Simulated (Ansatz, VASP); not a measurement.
# AlN in VASP and in Ansatz

```
Al N
1.0
     0.01682    2.18488    2.18488
     2.18488    0.01682    2.18488
     2.20170    2.20170    0.00000
Al N
1 1
Direct
  0.00101 0.00101 0.99899
  0.24899 0.24899 0.25101
```

Change from the starting cell: shear_xy strain +1.5%.

Alike in both runs: task single point; functional r2SCAN; k mesh 10 × 10 × 10; no spin polarisation.

|  | VASP | Ansatz |
| --- | --- | --- |
| version | VASP 6.6.1 | Ansatz 0.2.0 |
| potentials or method | VASP PAW PBE potentials, release 64 (Al, N) | plane waves, PAW |
| plane-wave cutoff (eV) | 520 | 500 |
| occupations | gaussian, width 0.01 eV | fixed |
| valence electrons in the cell | 8 | 8 |

|  | VASP | Ansatz | Ansatz less VASP |
| --- | --- | --- | --- |
| gap on the k mesh at the Fermi level (eV) | 3.86 | 3.87 | +0.007 |
| pressure (GPa) | -0.4 | 0.0 | +0.40 |
| traceless stress, the component that is largest in VASP (GPa) | -3.06 | -3.03 | +0.031 |

VASP's potentials were made for PBE, not for r2SCAN.
